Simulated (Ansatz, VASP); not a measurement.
## One calculation of PtF3, two programs

```
Pt F
1.0
     3.50632    0.00000    0.00000
     0.00000    3.50632    0.00000
     0.00000    0.00000    3.50632
Pt F
1 3
Direct
  0.00000 0.00000 0.00000
  0.00000 0.50000 0.50000
  0.50000 0.00000 0.50000
  0.50000 0.50000 0.00000
```

Alike in both runs: functional PBE; k mesh 6 × 6 × 6; occupations gaussian, width 0.1 eV; collinear spin.

Ansatz relaxed the structure, and its values are those at the end. VASP's run is a single point on that final structure, the one shown.

```csv
,VASP,Ansatz
version,VASP 6.6.1,Ansatz 0.2.0
potentials or method,"VASP PAW PBE potentials, release 64 (Pt, F), cutoff 520 eV","scalar-relativistic, plane waves, PAW"
valence electrons in the cell,31,39
```

|  | VASP | Ansatz | Ansatz less VASP |
| --- | --- | --- | --- |
| gap on the k mesh at the Fermi level (eV) | none | none | - |
| pressure (GPa) | -0.6 | 0.0 | +0.56 |
| net moment per atom (μB) | 0.72 | 0.72 | +0.005 |
| size of the moment on the site where the two differ most (μB) | 1.80 | 1.70 | -0.103 |

Site moments also hang on the region over which each program counts them. A gap of «none» marks a metal or a gap that the smearing closes. The functional is the same, so the differences come from potentials, cutoffs and numerics. VASP's potentials hold 31 valence electrons a cell and Ansatz's 39, so a difference there can come from the potentials and not from the codes.

Neither program's run includes spin-orbit coupling.
